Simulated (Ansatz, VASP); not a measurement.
Two plane-wave programs on NaF

```
Na F
1.0
     2.79337    0.00000    0.00000
     0.00000    2.79337    0.00000
     0.00000    0.00000    2.79337
Na F
1 1
Cartesian
  0.0000 0.0000 0.0000
  1.3967 1.3967 1.3967
```

Alike in both runs: task single point; functional r2SCAN; k mesh 8 × 8 × 8; occupations gaussian, width 0.02 eV; no spin polarisation.

|  | VASP | Ansatz |
| --- | --- | --- |
| version | VASP 6.6.1 | Ansatz 0.2.0 |
| potentials or method | VASP PAW PBE potentials, release 64 (Na_pv, F), cutoff 660 eV | scalar-relativistic, plane waves, PAW |
| valence electrons in the cell | 14 | 16 |

VASP gave:

| Quantity | Value |
| --- | --- |
| gap on the k mesh at the Fermi level (eV) | 7.12 |
| least direct gap on the mesh (eV) | 7.46 |
| pressure (GPa) | -1.1 |

Q: Estimate Ansatz's values.

A: gap on the k mesh at the Fermi level (eV): 7.06; least direct gap on the mesh (eV): 7.40; pressure (GPa): 0.0.

VASP's potentials were made for PBE, not for r2SCAN. With one functional, cell and mesh, what is left measures potentials, basis and numerics. VASP's potentials hold 14 valence electrons a cell and Ansatz's 16, so a difference there can come from the potentials and not from the codes.
